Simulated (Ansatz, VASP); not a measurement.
# Two plane-wave programs on W

```xyz
1
Lattice="0.0000 1.9966 1.9966 1.9966 0.0000 1.9966 1.9966 1.9966 0.0000" Properties=species:S:1:pos:R:3 pbc="T T T"
W     0.0000    0.0000    0.0000
```

Alike in both runs: functional revPBE; dispersion D3(BJ); k mesh 11 × 11 × 11; occupations gaussian, width 0.1 eV; no spin polarisation.

Ansatz relaxed the structure, and its values are those at the end. VASP's run is a single point on that final structure, the one shown.

```csv
,VASP,Ansatz
version,VASP 6.6.1,Ansatz 0.2.0
potentials or method,"VASP PAW PBE potentials, release 64 (W_sv), cutoff 500 eV","plane waves, PAW"
valence electrons in the cell,14,14
```

```csv
,VASP,Ansatz,Ansatz less VASP
pressure (GPa),0.6,0.0,-0.56
```

VASP's potentials were made for PBE, not for revPBE.

Neither program's run includes spin-orbit coupling.
